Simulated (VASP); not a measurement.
# Mg3TiB4 (Im-3m) in VASP: notebook

Runs on Mg3TiB4. Level: PBE. Tasks: single point, relaxation of cell and atoms.

Program: VASP 6.6.1. These are calculated values, not measurements. Logs are shortened: lines on timing, memory, paths and dates and some standing lists are left out, and cuts for length are marked.

## Step 1: The cell of the first run

The structure is cubic, space group Im-3m (No. 229). Conventional cell: a = 5.703 Å, b = 5.703 Å, c = 5.703 Å, α = 90.00°, β = 90.00°, γ = 90.00°. Mg (site symmetry 4/mmm) has 8 B at 2.47 Å and 4 Mg at 2.85 Å and 2 Ti at 2.85 Å within 3.3 Å. Within 3.3 Å of Ti (site symmetry m-3m) lie 8 B at 2.47 Å and 6 Mg at 2.85 Å. B (site symmetry -3m) has 6 Mg at 2.47 Å and 2 Ti at 2.47 Å and 6 B at 2.85 Å within 3.3 Å.

## Step 2: Single point, PBE, collinear spin

INCAR reads:

```
PREC     = Accurate       # precision mode
ENCUT    = 520            # plane-wave cutoff, eV
EDIFF    = 1E-6           # SCF threshold, eV
ISMEAR   = 0              # smearing method
SIGMA    = 0.1            # smearing width, eV
LREAL    = False          # projectors in reciprocal space
LASPH    = True           # aspherical terms in the spheres
NELM     = 150            # most SCF steps
ALGO     = Normal         # electronic algorithm
ISIF     = 2              # what is computed and relaxed
LWAVE    = False          # write WAVECAR
LCHARG   = False          # write CHGCAR
ISPIN    = 2              # spin polarisation
MAGMOM   = 0 0 0 1 0 0 0 0 # initial moments
LORBIT   = 11             # projections on sites
LMAXMIX  = 4              # l up to which the mixer works
GGA      = PE             # functional
NBANDS   = 29             # bands
```

KPOINTS reads:

```
regular mesh
0
Gamma
  4 4 4
```

POSCAR reads:

```
Mg3TiB4
1.0
   -2.8516763211      2.8516763211      2.8516763211
    2.8516763211     -2.8516763211      2.8516763211
    2.8516763211      2.8516763211     -2.8516763211
Mg Ti B
3 1 4
Direct
    0.0000000000      0.5000000000      0.5000000000
    0.5000000000      0.0000000000      0.5000000000
    0.5000000000      0.5000000000      0.0000000000
    0.0000000000      0.0000000000      0.0000000000
    0.5000000000      0.0000000000      0.0000000000
    0.0000000000      0.5000000000      0.0000000000
    0.0000000000      0.0000000000      0.5000000000
    0.5000000000      0.5000000000      0.5000000000
```

Potentials or basis: VASP PAW PBE potentials, release 64 (Mg, Ti_sv, B).

Started as:

```console
> cat potpaw_PBE.64/Mg/POTCAR potpaw_PBE.64/Ti_sv/POTCAR potpaw_PBE.64/B/POTCAR > POTCAR
> mpirun -np 1 vasp_std > vasp.out
```

OUTCAR:

```text
PREC = Accurate
   ENCUT = 520
   EDIFF = 1E-6
   ISMEAR = 0
   LREAL = False
   LASPH = True
   NELM = 150
   ISIF = 2
   ISPIN = 2
   LORBIT = 11
   GGA = PE

 ion  position               nearest neighbor table
   1  0.000  0.500  0.500-   5 2.47   6 2.47   7 2.47   8 2.47   6 2.47   7 2.47   8 2.47   5 2.47
                             4 2.85   4 2.85   2 2.85   3 2.85   2 2.85   3 2.85
   2  0.500  0.000  0.500-   5 2.47   6 2.47   7 2.47   8 2.47   5 2.47   8 2.47   7 2.47   6 2.47
                             4 2.85   3 2.85   1 2.85   4 2.85   1 2.85   3 2.85
   3  0.500  0.500  0.000-   5 2.47   6 2.47   7 2.47   8 2.47   8 2.47   5 2.47   6 2.47   7 2.47
                             4 2.85   2 2.85   1 2.85   1 2.85   4 2.85   2 2.85
   4  0.000  0.000  0.000-   5 2.47   6 2.47   7 2.47   8 2.47   7 2.47   6 2.47   5 2.47   8 2.47
                             3 2.85   1 2.85   1 2.85   2 2.85   3 2.85   2 2.85
   5  0.500  0.000  0.000-   1 2.47   2 2.47   3 2.47   4 2.47   2 2.47   3 2.47   4 2.47   1 2.47

   6  0.000  0.500  0.000-   1 2.47   2 2.47   3 2.47   4 2.47   1 2.47   4 2.47   3 2.47   2 2.47

   7  0.000  0.000  0.500-   1 2.47   2 2.47   3 2.47   4 2.47   4 2.47   1 2.47   2 2.47   3 2.47

   8  0.500  0.500  0.500-   1 2.47   2 2.47   3 2.47   4 2.47   3 2.47   2 2.47   1 2.47   4 2.47

  LATTYP: Found a body centered cubic cell.
 ALAT       =     5.7033526422

  Lattice vectors:

 A1 = (  -2.8516763211,   2.8516763211,   2.8516763211)
 A2 = (   2.8516763211,  -2.8516763211,   2.8516763211)
 A3 = (   2.8516763211,   2.8516763211,  -2.8516763211)

Analysis of symmetry for initial positions (statically):
=====================================================================
 Subroutine PRICEL returns:
 Original cell was already a primitive cell.

 Routine SETGRP: Setting up the symmetry group for a
 body centered cubic supercell.

 Subroutine GETGRP returns: Found 48 space group operations
 (whereof 48 operations were pure point group operations)
 out of a pool of 48 trial point group operations.

The static configuration has the point symmetry O_h .

Analysis of symmetry for dynamics (positions and initial velocities):
=====================================================================
 Subroutine PRICEL returns:
 Original cell was already a primitive cell.

 Routine SETGRP: Setting up the symmetry group for a
 body centered cubic supercell.

 Subroutine GETGRP returns: Found 48 space group operations
 (whereof 48 operations were pure point group operations)
 out of a pool of 48 trial point group operations.

The dynamic configuration has the point symmetry O_h .

Analysis of structural, dynamic, and magnetic symmetry:
=====================================================================
 Subroutine PRICEL returns:
 Original cell was already a primitive cell.

 Routine SETGRP: Setting up the symmetry group for a
 body centered cubic supercell.

 Subroutine GETGRP returns: Found 48 space group operations
 (whereof 48 operations were pure point group operations)
 out of a pool of 48 trial point group operations.

The overall configuration has the point symmetry O_h .

 Subroutine INISYM returns: Found 48 space group operations
 (whereof 48 operations are pure point group operations),
 and found     1 'primitive' translations

----------------------------------------------------------------------------------------

                                     Primitive cell

  volume of cell :      92.7600

  direct lattice vectors                    reciprocal lattice vectors
    -2.851676321  2.851676321  2.851676321     0.000000000  0.175335467  0.175335467
     2.851676321 -2.851676321  2.851676321     0.175335467  0.000000000  0.175335467
     2.851676321  2.851676321 -2.851676321     0.175335467  0.175335467  0.000000000

  length of vectors
     4.939248275  4.939248275  4.939248275     0.247961796  0.247961796  0.247961796

  position of ions in fractional coordinates (direct lattice)
     0.000000000  0.500000000  0.500000000
     0.500000000  0.000000000  0.500000000
     0.500000000  0.500000000  0.000000000
     0.000000000  0.000000000  0.000000000
     0.500000000  0.000000000  0.000000000
     0.000000000  0.500000000  0.000000000
     0.000000000  0.000000000  0.500000000
     0.500000000  0.500000000  0.500000000

  ion indices of the primitive-cell ions
   primitive index   ion index
                 1           1
                 2           2
                 3           3
[... 52 lines left out ...]
   ISTART =      0    job   : 0-new  1-cont  2-samecut
   ICHARG =      2    charge: 1-file 2-atom 10-const
   ISPIN  =      2    spin polarized calculation?
   LNONCOLLINEAR =      F non collinear calculations
   LSORBIT =      F    spin-orbit coupling
   LASPH  =      T    aspherical Exc in radial PAW
   ENCUT  =  520.0 eV  38.22 Ry    6.18 a.u.   9.18  9.18  9.18*2*pi/ulx,y,z
   NELM   =    150;   NELMIN=  2; NELMDL= -5     # of ELM steps
   EDIFF  = 0.1E-05   stopping-criterion for ELM
   LREAL  =      F    real-space projection
   EDIFFG = 0.1E-04   stopping-criterion for IOM
   NSW    =      0    number of steps for IOM
   IBRION =     -1    ionic relax: 0-MD 1-quasi-New 2-CG
   NFREE  =      0    steps in history (QN), initial steepest desc. (CG)
   ISIF   =      2    stress and relaxation
   ISYM   =      2    0-nonsym 1-usesym 2-fastsym
   POTIM  = 0.5000    time-step for ionic-motion
   TEBEG  =    0.0;   TEEND  =   0.0 temperature during run
   PSTRESS=    0.0 pullay stress
   NELECT =      30.0000    total number of electrons
   NUPDOWN=      -1.0000    fix difference up-down
   EMIN   =  10.00;   EMAX   =-10.00  energy-range for DOS
   EFERMI =   0.00;   METHOD = LEGACY
   ISMEAR =     0;   SIGMA  =   0.10  broadening in eV -4-tet -1-fermi 0-gaus
   EFERMI_NEDOS =   21; number of points for ismear=-14 and -15
   IALGO  =     38    algorithm
   IMIX   =      4    mixing-type and parameters
     AMIX     =   0.40;   BMIX     =  1.00
     AMIX_MAG =   1.60;   BMIX_MAG =  1.00
  volume/ion in A,a.u.               =      11.59        78.25
  Fermi-wavevector in a.u.,A,eV,Ry     =   1.123729  2.123540 17.180994  1.262767
  Thomas-Fermi vector in A             =   2.260397
   LORBIT       =     11    0 simple, 1 ext, 2 COOP (PROOUT), +10 PAW based schemes
   GGA     = PE    functional components
   LHFCALC =     F    Hartree Fock is set to
   AEXX    =    0.0000 exact exchange contribution
   IVDW    =     0    specifies the selected vdW correction
   LEPSILON=     F    determine dielectric tensor
   LRPA    =     F    only Hartree local field effects (RPA)
 spin polarized calculation
 Gauss-broadening in eV      SIGMA  =   0.10
  energy-cutoff  :      520.00
  volume of cell :       92.76
 maximum number of plane-waves:      2515
 NGX is ok and might be reduce to    40
   NGX = 19   NGY = 19   NGZ = 19

 number of electron      29.9999995 magnetization      -0.1090026

 number of electron      29.9999996 magnetization       0.0003431

 Free energy of the ion-electron system (eV)
  ---------------------------------------------------
  ext. energy  EPLUGINS =         0.00000000
  ---------------------------------------------------
  free energy    TOTEN  =       -34.90104094 eV

  energy without entropy =      -34.87859258  energy(sigma->0) =      -34.88981676

 E-fermi :   6.1704     XC(G=0): -10.9050

 val. band max:        6.1657637215   @ k =   0.2500   0.0000   0.0000
 cond. band min:       6.1965000688   @ k =   0.2500   0.2500   0.2500
 fundamental gap:      0.0307363473
 Fermi energy:         6.1703867284

 spin component 1

 k-point     1 :       0.0000    0.0000    0.0000
  band No.  band energies     occupation
      1     -50.9713      1.00000
      2     -27.2440      1.00000
      3     -27.2440      1.00000
      4     -27.2440      1.00000
      5      -5.0555      1.00000
      6       0.4756      1.00000
[... 229 lines left out ...]
     26      12.5212      0.00000
     27      12.5212      0.00000
 Fermi energy:         6.1703867284

 spin component 2

 k-point     1 :       0.0000    0.0000    0.0000
  band No.  band energies     occupation
      1     -50.9713      1.00000
      2     -27.2439      1.00000
      3     -27.2439      1.00000
      4     -27.2439      1.00000
      5      -5.0555      1.00000
      6       0.4757      1.00000
[... 229 lines left out ...]
     26      12.5213      0.00000
     27      12.5213      0.00000
 [bands above 27 left out]

------------------------ aborting loop because EDIFF is reached ----------------------------------------

  FORCE on cell =-STRESS in cart. coord.  units (eV):
  Direction    XX          YY          ZZ          XY          YZ          ZX
  --------------------------------------------------------------------------------------
  -------------------------------------------------------------------------------------
  Total        0.0222433      0.0222433      0.0222433      0.0000000     -0.0000000     -0.0000000
  in kB        0.3841924      0.3841924      0.3841924      0.0000000     -0.0000000     -0.0000000
  external PRESSURE =       0.3841924 kB  Pullay stress =       0.0000000 kB

 VOLUME and BASIS-vectors are now :
 -----------------------------------------------------------------------------
  energy-cutoff  :      520.00
  volume of cell :       92.76
      direct lattice vectors                 reciprocal lattice vectors
    -2.851676321  2.851676321  2.851676321     0.000000000  0.175335467  0.175335467
     2.851676321 -2.851676321  2.851676321     0.175335467  0.000000000  0.175335467
     2.851676321  2.851676321 -2.851676321     0.175335467  0.175335467  0.000000000

 POSITION                                       TOTAL-FORCE (eV/Angst)
 -----------------------------------------------------------------------------------
      2.85168      0.00000      0.00000        -0.000000     -0.000000      0.000000
      0.00000      2.85168      0.00000         0.000000     -0.000000      0.000000
      0.00000      0.00000      2.85168        -0.000000     -0.000000     -0.000000
      0.00000      0.00000      0.00000        -0.000000      0.000000     -0.000000
     -1.42584      1.42584      1.42584        -0.000000      0.000000     -0.000000
      1.42584     -1.42584      1.42584         0.000000      0.000000     -0.000000
      1.42584      1.42584     -1.42584        -0.000000     -0.000000     -0.000000
      1.42584      1.42584      1.42584        -0.000000      0.000000     -0.000000
 -----------------------------------------------------------------------------------
    total drift:                                0.000000      0.000000      0.000000

  FREE ENERGIE OF THE ION-ELECTRON SYSTEM (eV)
  ---------------------------------------------------
  free  energy   TOTEN  =       -34.9010409403 eV

  energy  without entropy=      -34.8785925770  energy(sigma->0) =      -34.88981676

 total charge

# of ion       s       p       d       tot
------------------------------------------
    1        0.189   0.193   0.054   0.437
    2        0.189   0.193   0.054   0.437
    3        0.189   0.193   0.054   0.437
    4        2.174   6.160   1.927  10.261
    5        0.743   0.890   0.000   1.634
    6        0.743   0.890   0.000   1.634
    7        0.743   0.890   0.000   1.634
    8        0.743   0.890   0.000   1.634
--------------------------------------------------
tot          5.714  10.302   2.090  18.106

 magnetization (x)

# of ion       s       p       d       tot
------------------------------------------
    1        0.000   0.000   0.000   0.000
    2        0.000   0.000   0.000   0.000
    3        0.000   0.000   0.000   0.000
    4       -0.000   0.000   0.000   0.000
    5        0.000   0.000   0.000   0.000
    6        0.000   0.000   0.000   0.000
    7        0.000   0.000   0.000   0.000
    8        0.000   0.000   0.000   0.000
--------------------------------------------------
tot          0.000   0.000   0.000   0.000
```

Wall time 2.6 min (1 thread of Intel Xeon 8259CL, shared host); peak memory 0.3 GiB.

What came out:

- Free energy: -34.9010 eV
- Pressure: 0.0 GPa
- Band gap on the k mesh: zero (filled and empty bands overlap)
- Net moment: 0.00 μB per cell
- Valence electrons inside the program's atomic spheres: Mg 0.44; Ti 10.26; B 1.63

Caveat: the k points lie up to 0.39 Å⁻¹ apart, too coarse for converged energies and pressures of a metal.

## Step 3: Single point, PBE

This run uses another cell than the first one, of 11.50 Å³/atom.

INCAR reads:

```
SYSTEM = Mg3TiB4
PREC = Accurate ; ENCUT = 520
EDIFF = 1E-6 ; ISMEAR = 0
SIGMA = 0.1 ; LREAL = .FALSE.
LASPH = .TRUE. ; NELM = 80
ALGO = Normal ; ISIF = 2
LWAVE = .FALSE. ; LCHARG = .TRUE.
GGA = PE ; LELF = .TRUE.
LVHAR = .TRUE. ; NBANDS = 25
```

KPOINTS reads:

```
Automatic mesh
0
G
  10 10 10
  0 0 0
```

POSCAR: that of step 2 with these lines changed.

```diff
@@ -2,5 +2,5 @@
 1.0
-   -2.8516763211      2.8516763211      2.8516763211
-    2.8516763211     -2.8516763211      2.8516763211
-    2.8516763211      2.8516763211     -2.8516763211
+   -2.8439452909      2.8439452909      2.8439452909
+    2.8439452909     -2.8439452909      2.8439452909
+    2.8439452909      2.8439452909     -2.8439452909
 Mg Ti B
```

Potentials or basis: VASP PAW PBE potentials, release 64 (Mg, Ti_sv, B).

Started as:

```console
> cat potpaw_PBE.64/Mg/POTCAR potpaw_PBE.64/Ti_sv/POTCAR potpaw_PBE.64/B/POTCAR > POTCAR
> mpirun -np 1 vasp_std > vasp.out
```

Wall time 4.7 min (1 thread of Intel Xeon 8259CL, shared host); peak memory 0.3 GiB.

The run converged. Its results:

| Item | Value |
| --- | --- |
| Free energy | -34.8541 eV |
| Pressure | -0.2 GPa |
| Band gap on the k mesh | zero (bands 15 and 16 overlap by 2.17 eV) |

Levels at points of the mesh, in eV from the Fermi level:
```tsv
k point	band 12	band 13	band 14	band 15	band 16	band 17	band 18	band 19
(0.00, 0.00, 0.00)	-3.06	-3.06	-3.06	-0.56	-0.56	2.52	2.52	2.52
(0.50, 0.00, 0.00)	-1.96	-1.80	-1.18	-0.90	0.25	0.90	1.56	1.63
(0.50, 0.50, 0.50)	-2.74	-2.74	-1.77	1.54	1.54	1.54	1.61	1.61
```

## Step 4: Relaxation of cell and atoms, PBE

INCAR reads:

```
PREC = Accurate ; ENCUT = 600
EDIFF = 1E-6 ; ISMEAR = 0
SIGMA = 0.1 ; LREAL = False
LASPH = True ; NELM = 80
ALGO = Normal ; ISIF = 3
LWAVE = False ; LCHARG = False
GGA = PE ; IBRION = 2
NSW = 100 ; EDIFFG = -0.01
```

KPOINTS reads:

```
Automatic mesh
0
Gamma
  10 10 10
```

POSCAR: that of step 3 with these lines changed.

```diff
@@ -2,5 +2,5 @@
 1.0
-   -2.8439452909      2.8439452909      2.8439452909
-    2.8439452909     -2.8439452909      2.8439452909
-    2.8439452909      2.8439452909     -2.8439452909
+   -2.8516763211      2.8516763211      2.8516763211
+    2.8516763211     -2.8516763211      2.8516763211
+    2.8516763211      2.8516763211     -2.8516763211
 Mg Ti B
```

Started as:

```console
> cat potpaw_PBE.64/Mg/POTCAR potpaw_PBE.64/Ti_sv/POTCAR potpaw_PBE.64/B/POTCAR > POTCAR
> mpirun -np 1 vasp_std > vasp.out
```

Wall time 7.3 min (1 thread of Intel Xeon 8259CL, shared host); peak memory 0.33 GiB.

It converged, with:

```
Free energy                           : -34.8570 eV
Relaxed volume                        : 11.47 Å³/atom
Relaxed cell                          : a = 4.922 Å, b = 4.922 Å, c = 4.922 Å, α = 109.47°, β = 109.47°, γ = 109.47°
Space group after relaxing (to 0.1 Å) : Im-3m (No. 229)
Energy gained by relaxing             : 0.3 meV/atom
Ionic steps                           : 2
Pressure after relaxing               : 0.1 GPa
Band gap on the k mesh                : zero (bands 15 and 16 overlap by 2.17 eV)
```

The path:
```csv
step,energy change (eV),largest force (eV/Å),pressure (GPa),volume (Å³)
1,0.0000,0.0000,-1.01,92.76
2,-0.0028,0.0000,0.13,91.78
```

Final structure:
```cif
data_structure
_symmetry_space_group_name_H-M 'P 1'
_symmetry_Int_Tables_number 1
_cell_length_a 4.9218
_cell_length_b 4.9218
_cell_length_c 4.9218
_cell_angle_alpha 109.471
_cell_angle_beta 109.471
_cell_angle_gamma 109.471
_cell_volume 91.78
loop_
_atom_site_label
_atom_site_type_symbol
_atom_site_fract_x
_atom_site_fract_y
_atom_site_fract_z
_atom_site_occupancy
Mg1 Mg 0.00000 0.50000 0.50000 1
Mg2 Mg 0.50000 0.00000 0.50000 1
Mg3 Mg 0.50000 0.50000 0.00000 1
Ti1 Ti 0.00000 0.00000 0.00000 1
B1 B 0.50000 0.00000 0.00000 1
B2 B 0.00000 0.50000 0.00000 1
B3 B 0.00000 0.00000 0.50000 1
B4 B 0.50000 0.50000 0.50000 1
```

Levels at points of the mesh, in eV from the Fermi level:
| k point | band 11 | band 12 | band 13 | band 14 | band 15 | band 16 | band 17 | band 18 | band 19 | band 20 |
| --- | --- | --- | --- | --- | --- | --- | --- | --- | --- | --- |
| (0.00, 0.00, 0.00) | -3.70 | -3.06 | -3.06 | -3.06 | -0.57 | -0.57 | 2.53 | 2.53 | 2.57 | 2.57 |
| (0.50, 0.00, 0.00) | -2.38 | -1.96 | -1.80 | -1.18 | -0.90 | 0.24 | 0.91 | 1.56 | 1.63 | 1.66 |
| (0.50, 0.50, 0.50) | -2.75 | -2.75 | -2.75 | -1.76 | 1.55 | 1.55 | 1.55 | 1.61 | 1.61 | 3.62 |

## Step 5: Overview

```tsv
task	spin	cell	k mesh	cutoff (eV)	gap on the mesh (eV)	pressure (GPa)
single point	collinear	a = 4.939 Å, angles 109.5°, 8 atoms	4 × 4 × 4	520	none	0.0
single point	off	a = 4.926 Å, angles 109.5°, 8 atoms	10 × 10 × 10	520	none	-0.2
relaxation of cell and atoms	off	relaxed from a = 4.939 Å, angles 109.5°, 8 atoms	10 × 10 × 10	600	none	0.1
```

Alike in all rows: level PBE; potentials or basis VASP PAW PBE potentials, release 64 (Mg, Ti_sv, B); smearing gaussian 0.1 eV.

Caveats: some runs use coarse meshes.

Absolute energies hang on the potentials; compare differences alone.

The gap in the log of VASP goes by the Fermi energy; the results here count the filled bands.